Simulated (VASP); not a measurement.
# MoS2 in VASP: single point with LDA

Aim: the single point of MoS2 with LDA.

Program: VASP 6.6.1. These are calculated values, not measurements. Logs are shortened: lines on timing, memory, paths and dates and some standing lists are left out, and cuts for length are marked.

### Step 1. The cell of the first run

The cell holds a sheet with vacuum, 9 atoms: a = 3.160 Å, b = 3.160 Å, c = 54.648 Å, α = 90.00°, β = 90.00°, γ = 120.00°.

### Step 2. Single point, LDA

Contents of INCAR:

```
  PREC = Accurate
  ENCUT = 520
  EDIFF = 1E-7
  ISMEAR = 0
  SIGMA = 0.02
  LREAL = False
  LASPH = True
  NELM = 80
  ALGO = Normal
  ISIF = 2
  LWAVE = False
  LCHARG = False
  LDIPOL = True
  IDIPOL = 3
  DIPOL = 0.5 0.5 0.306
  GGA = CA
  NBANDS = 49
```

Contents of KPOINTS:

```
Automatic mesh
0
Gamma
  12 12 1
```

Contents of POSCAR:

```
MoS2
1.0
    3.1600000000      0.0000000000      0.0000000000
   -1.5800000000      2.7366402760      0.0000000000
    0.0000000000      0.0000000000     54.6480000066
S Mo
6 3
Direct
    0.6666666667      0.3333333333      0.1677894597
    0.6666666667      0.3333333333      0.2241525450
    0.3333333333      0.6666666667      0.2776119185
    0.3333333333      0.6666666667      0.3340115626
    0.6666666667      0.3333333333      0.3874709362
    0.6666666667      0.3333333333      0.4438340215
    0.3333333333      0.6666666667      0.1959434626
    0.6666666667      0.3333333333      0.3058117406
    0.3333333333      0.6666666667      0.4156800185
```

Potentials or basis: VASP PAW LDA potentials, release 64 (S, Mo_sv).

Command:

```console
> cat potpaw_LDA.64/S/POTCAR potpaw_LDA.64/Mo_sv/POTCAR > POTCAR
> mpirun -np 1 vasp_std > vasp.out
```

OUTCAR:

```text
PREC = Accurate
   ENCUT = 520
   EDIFF = 1E-7
   ISMEAR = 0
   LREAL = False
   LASPH = True
   NELM = 80
   ISIF = 2
   GGA = CA

 ion  position               nearest neighbor table
   1  0.667  0.333  0.168-   7 2.39   7 2.39   7 2.39
   2  0.667  0.333  0.224-   7 2.39   7 2.39   7 2.39
   3  0.333  0.667  0.278-   8 2.39   8 2.39   8 2.39
   4  0.333  0.667  0.334-   8 2.39   8 2.39   8 2.39
   5  0.667  0.333  0.387-   9 2.39   9 2.39   9 2.39
   6  0.667  0.333  0.444-   9 2.39   9 2.39   9 2.39
   7  0.333  0.667  0.196-   1 2.39   1 2.39   1 2.39   2 2.39   2 2.39   2 2.39
   8  0.667  0.333  0.306-   4 2.39   4 2.39   4 2.39   3 2.39   3 2.39   3 2.39
   9  0.333  0.667  0.416-   6 2.39   6 2.39   6 2.39   5 2.39   5 2.39   5 2.39

  LATTYP: Found a hexagonal cell.
 ALAT       =     3.1600000000
 C/A-ratio  =    17.2936708882

  Lattice vectors:

 A1 = (   3.1600000000,   0.0000000000,   0.0000000000)
 A2 = (  -1.5800000000,   2.7366402760,   0.0000000000)
 A3 = (   0.0000000000,   0.0000000000,  54.6480000066)

Analysis of symmetry for initial positions (statically):
=====================================================================
 Subroutine PRICEL returns:
 Original cell was already a primitive cell.

 Routine SETGRP: Setting up the symmetry group for a
 hexagonal supercell.

 Subroutine GETGRP returns: Found 12 space group operations
 (whereof  6 operations were pure point group operations)
 out of a pool of 24 trial point group operations.

The static configuration has the point symmetry C_3v.
 The point group associated with its full space group is D_3h.

Analysis of symmetry for dynamics (positions and initial velocities):
=====================================================================
 Subroutine PRICEL returns:
 Original cell was already a primitive cell.

 Routine SETGRP: Setting up the symmetry group for a
 hexagonal supercell.

 Subroutine GETGRP returns: Found 12 space group operations
 (whereof  6 operations were pure point group operations)
 out of a pool of 24 trial point group operations.

The dynamic configuration has the point symmetry C_3v.
 The point group associated with its full space group is D_3h.

 Subroutine INISYM returns: Found 12 space group operations
 (whereof  6 operations are pure point group operations),
 and found     1 'primitive' translations

----------------------------------------------------------------------------------------

                                     Primitive cell

  volume of cell :     472.5841

  direct lattice vectors                    reciprocal lattice vectors
     3.160000000  0.000000000  0.000000000     0.316455696  0.182705781  0.000000000
    -1.580000000  2.736640276  0.000000000     0.000000000  0.365411563  0.000000000
     0.000000000  0.000000000 54.648000007     0.000000000  0.000000000  0.018298931

  length of vectors
     3.160000000  3.160000000 54.648000007     0.365411563  0.365411563  0.018298931

  position of ions in fractional coordinates (direct lattice)
     0.666666667  0.333333333  0.167789460
     0.666666667  0.333333333  0.224152545
     0.333333333  0.666666667  0.277611918
     0.333333333  0.666666667  0.334011563
     0.666666667  0.333333333  0.387470936
     0.666666667  0.333333333  0.443834022
     0.333333333  0.666666667  0.195943463
     0.666666667  0.333333333  0.305811741
     0.333333333  0.666666667  0.415680018

  ion indices of the primitive-cell ions
   primitive index   ion index
                 1           1
                 2           2
                 3           3
                 4           4
                 5           5
                 6           6
                 7           7
                 8           8
                 9           9

----------------------------------------------------------------------------------------

 KPOINTS: Automatic mesh

Automatic generation of k-mesh.
 Grid dimensions read from file:
 generate k-points for:   12   12    1

 Generating k-lattice:

  Cartesian coordinates                     Fractional coordinates (reciprocal lattice)
     0.026371308  0.015225482  0.000000000     0.083333333  0.000000000  0.000000000
     0.000000000  0.030450964  0.000000000     0.000000000  0.083333333  0.000000000
     0.000000000  0.000000000  0.018298931     0.000000000  0.000000000  1.000000000

  Length of vectors
     0.030450964  0.030450964  0.018298931

  Shift w.r.t. Gamma in fractional coordinates (k-lattice)
     0.000000000  0.000000000  0.000000000

 Subroutine IBZKPT returns following result:
 ===========================================

 Found     19 irreducible k-points:

 Following reciprocal coordinates:
            Coordinates               Weight
  0.000000  0.000000  0.000000      1.000000
  0.083333  0.000000  0.000000      6.000000
  0.166667 -0.000000  0.000000      6.000000
  0.250000  0.000000  0.000000      6.000000
  0.333333 -0.000000  0.000000      6.000000
  0.416667 -0.000000  0.000000      6.000000
[... 11 lines left out ...]
  0.333333  0.250000  0.000000     12.000000
  0.333333  0.333333  0.000000      2.000000
   k-points           NKPTS =     19   k-points in BZ     NKDIM =     19   number of bands    NBANDS=     49
   number of dos      NEDOS =    301   number of ions     NIONS =      9
   total plane-waves  NPLWV = 241920
   dimension x,y,z NGX =    24 NGY =   24 NGZ =  420
   dimension x,y,z NGXF=    48 NGYF=   48 NGZF=  840
   ions per type =               6   3
   NGX,Y,Z   is equivalent  to a cutoff of  12.63, 12.63, 12.78 a.u.
   NGXF,Y,Z  is equivalent  to a cutoff of  25.25, 25.25, 25.55 a.u.
 SYSTEM =  unknown system
   PREC   = accura    normal or accurate (medium, high low for compatibility)
   ISTART =      0    job   : 0-new  1-cont  2-samecut
   ICHARG =      2    charge: 1-file 2-atom 10-const
   ISPIN  =      1    spin polarized calculation?
   LNONCOLLINEAR =      F non collinear calculations
   LSORBIT =      F    spin-orbit coupling
   LASPH  =      T    aspherical Exc in radial PAW
   ENCUT  =  520.0 eV  38.22 Ry    6.18 a.u.   5.88  5.88101.61*2*pi/ulx,y,z
   NELM   =     80;   NELMIN=  2; NELMDL= -5     # of ELM steps
   EDIFF  = 0.1E-06   stopping-criterion for ELM
   LREAL  =      F    real-space projection
   EDIFFG = 0.1E-05   stopping-criterion for IOM
   NSW    =      0    number of steps for IOM
   IBRION =     -1    ionic relax: 0-MD 1-quasi-New 2-CG
   NFREE  =      0    steps in history (QN), initial steepest desc. (CG)
   ISIF   =      2    stress and relaxation
   ISYM   =      2    0-nonsym 1-usesym 2-fastsym
   POTIM  = 0.5000    time-step for ionic-motion
   TEBEG  =    0.0;   TEEND  =   0.0 temperature during run
   PSTRESS=    0.0 pullay stress
   NELECT =      78.0000    total number of electrons
   NUPDOWN=      -1.0000    fix difference up-down
   EMIN   =  10.00;   EMAX   =-10.00  energy-range for DOS
   EFERMI =   0.00;   METHOD = LEGACY
   ISMEAR =     0;   SIGMA  =   0.02  broadening in eV -4-tet -1-fermi 0-gaus
   EFERMI_NEDOS =   21; number of points for ismear=-14 and -15
   IALGO  =     38    algorithm
   IMIX   =      4    mixing-type and parameters
     AMIX     =   0.40;   BMIX     =  1.00
     AMIX_MAG =   1.60;   BMIX_MAG =  1.00
  volume/ion in A,a.u.               =      52.51       354.35
  Fermi-wavevector in a.u.,A,eV,Ry     =   0.898008  1.696988 10.971978  0.806418
  Thomas-Fermi vector in A             =   2.020663
   LORBIT       =      0    0 simple, 1 ext, 2 COOP (PROOUT), +10 PAW based schemes
   GGA     = CA    functional components
   LHFCALC =     F    Hartree Fock is set to
   AEXX    =    0.0000 exact exchange contribution
   IVDW    =     0    specifies the selected vdW correction
   LEPSILON=     F    determine dielectric tensor
   LRPA    =     F    only Hartree local field effects (RPA)
 non-spin polarized calculation
 Gauss-broadening in eV      SIGMA  =   0.02
  energy-cutoff  :      520.00
  volume of cell :      472.58
 maximum number of plane-waves:     12798
 NGX is ok and might be reduce to    24
   NGX = 11   NGY = 11   NGZ =203

 dipolmoment           0.000000      0.000000      0.000032 electrons x Angstroem

 number of electron      77.9999997 magnetization

 dipolmoment           0.000000      0.000000     -0.000001 electrons x Angstroem

 Free energy of the ion-electron system (eV)
  ---------------------------------------------------
  ext. energy  EPLUGINS =         0.00000000
  ---------------------------------------------------
  free energy    TOTEN  =       -73.28647377 eV

  energy without entropy =      -73.28647377  energy(sigma->0) =      -73.28647377

 E-fermi :  -0.9591     XC(G=0):  -3.9310

 val. band max:       -1.0613680566   @ k =   0.0000   0.0000   0.0000
 cond. band min:      -0.1445643638   @ k =   0.1667   0.1667   0.0000
 fundamental gap:      0.9168036928
 Fermi energy:        -0.9591270140

 k-point     1 :       0.0000    0.0000    0.0000
  band No.  band energies     occupation
      1     -62.2726      2.00000
      2     -62.2689      2.00000
      3     -62.2689      2.00000
      4     -36.6381      2.00000
      5     -36.6356      2.00000
      6     -36.6355      2.00000
[... 41 lines left out ...]
     48       1.3413      0.00000
     49       1.3599      0.00000

 k-point     2 :       0.0833    0.0000    0.0000
  band No.  band energies     occupation
      1     -62.2697      2.00000
      2     -62.2660      2.00000
      3     -62.2660      2.00000
      4     -36.6325      2.00000
      5     -36.6299      2.00000
      6     -36.6299      2.00000
[... 876 lines left out ...]
 k-point    19 :       0.3333    0.3333    0.0000
  band No.  band energies     occupation
      1     -62.2240      2.00000
      2     -62.2204      2.00000
      3     -62.2203      2.00000
      4     -36.7119      2.00000
      5     -36.7077      2.00000
      6     -36.7077      2.00000
[... 41 lines left out ...]
     48       1.8625      0.00000
     49       3.1459      0.00000

------------------------ aborting loop because EDIFF is reached ----------------------------------------

 vacuum level on the upper side and lower side of the slab       (xc-potential included)        -0.079        -0.079

  FORCE on cell =-STRESS in cart. coord.  units (eV):
  Direction    XX          YY          ZZ          XY          YZ          ZX
  --------------------------------------------------------------------------------------
  -------------------------------------------------------------------------------------
  Total       -3.2972112     -3.2972112      0.0813805      0.0000000      0.0000000     -0.0000000
  in kB      -11.1783647    -11.1783647      0.2759002      0.0000000      0.0000000     -0.0000000
  external PRESSURE =      -7.3602764 kB  Pullay stress =       0.0000000 kB

 VOLUME and BASIS-vectors are now :
 -----------------------------------------------------------------------------
  energy-cutoff  :      520.00
  volume of cell :      472.58
      direct lattice vectors                 reciprocal lattice vectors
     3.160000000  0.000000000  0.000000000     0.316455696  0.182705781  0.000000000
    -1.580000000  2.736640276  0.000000000     0.000000000  0.365411563  0.000000000
     0.000000000  0.000000000 54.648000007     0.000000000  0.000000000  0.018298931

 POSITION                                       TOTAL-FORCE (eV/Angst)
 -----------------------------------------------------------------------------------
      1.58000      0.91221      9.16936        -0.000000      0.000000     -0.014592
      1.58000      0.91221     12.24949        -0.000000      0.000000      0.013725
     -0.00000      1.82443     15.17094        -0.000000      0.000000     -0.014958
     -0.00000      1.82443     18.25306         0.000000      0.000000      0.014958
      1.58000      0.91221     21.17451        -0.000000      0.000000     -0.013725
      1.58000      0.91221     24.25464        -0.000000      0.000000      0.014592
     -0.00000      1.82443     10.70792         0.000000     -0.000000     -0.001078
      1.58000      0.91221     16.71200         0.000000     -0.000000      0.000000
     -0.00000      1.82443     22.71608        -0.000000     -0.000000      0.001078
 -----------------------------------------------------------------------------------
    total drift:                                0.000000     -0.000000     -0.000106

  FREE ENERGIE OF THE ION-ELECTRON SYSTEM (eV)
  ---------------------------------------------------
  free  energy   TOTEN  =       -73.2864737665 eV

  energy  without entropy=      -73.2864737665  energy(sigma->0) =      -73.28647377

 vacuum level on the upper side and lower side of the slab         4.302         4.302
```

Run time: 14 min. Hardware: 1 thread of Intel Xeon Platinum 8488C (Sapphire Rapids), shared host; peak memory 0.61 GiB.

What came out:

| Property | Result |
| --- | --- |
| Free energy | -73.2865 eV |
| Largest force | 0.015 eV/Å |
| Band gap on the k mesh | 0.92 eV (least direct gap 1.66 eV) |

Forces in eV/Å, atoms in the order of the input:
```
S    0.000  0.000 -0.015
S    0.000  0.000  0.014
S    0.000  0.000 -0.015
S    0.000  0.000  0.015
S    0.000  0.000 -0.014
S    0.000  0.000  0.015
Mo   0.000  0.000 -0.001
Mo   0.000  0.000  0.000
Mo   0.000  0.000  0.001
```
